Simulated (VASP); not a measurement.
Here is a VASP 6.6.1 calculation.

Contents of INCAR:

```
PREC = Accurate
ENCUT = 520
EDIFF = 1E-7
ISMEAR = 0
SIGMA = 0.02
LREAL = False
LASPH = True
NELM = 60
ALGO = Normal
ISIF = 2
LWAVE = False
LCHARG = True
GGA = PS
LELF = True
LVHAR = True
NBANDS = 30
```

The input KPOINTS:

```
Automatic mesh
0
Gamma
  6 6 6
```

The input POSCAR:

```
CsPbBr3
1.0
    5.9281225919      0.0000000000      0.0000000000
    0.0000000000      5.9281225919      0.0000000000
    0.0000000000      0.0000000000      5.9281225919
Cs Pb Br
1 1 3
Direct
    0.0000000000      0.0000000000      0.0000000000
    0.5000000000      0.5000000000      0.5000000000
    0.0000000000      0.5000000000      0.5000000000
    0.5000000000      0.0000000000      0.5000000000
    0.5000000000      0.5000000000      0.0000000000
```

Potentials or basis: VASP PAW PBE potentials, release 64 (Cs_sv, Pb_d, Br).

The run is started by

```console
$ cat potpaw_PBE.64/Cs_sv/POTCAR potpaw_PBE.64/Pb_d/POTCAR potpaw_PBE.64/Br/POTCAR > POTCAR
$ mpirun -np 1 vasp_std > vasp.out
```

Task: What does it give for the band gap on the k mesh?

Result: 1.55 eV, direct.

Task: What does it give for the pressure?

Result: -0.6 GPa.

Caveat: the PAW data sets were made with another functional, which shifts forces and pressure a little; spin-orbit coupling is left out, which moves the levels of the heavy elements. A k mesh can miss the band edges.
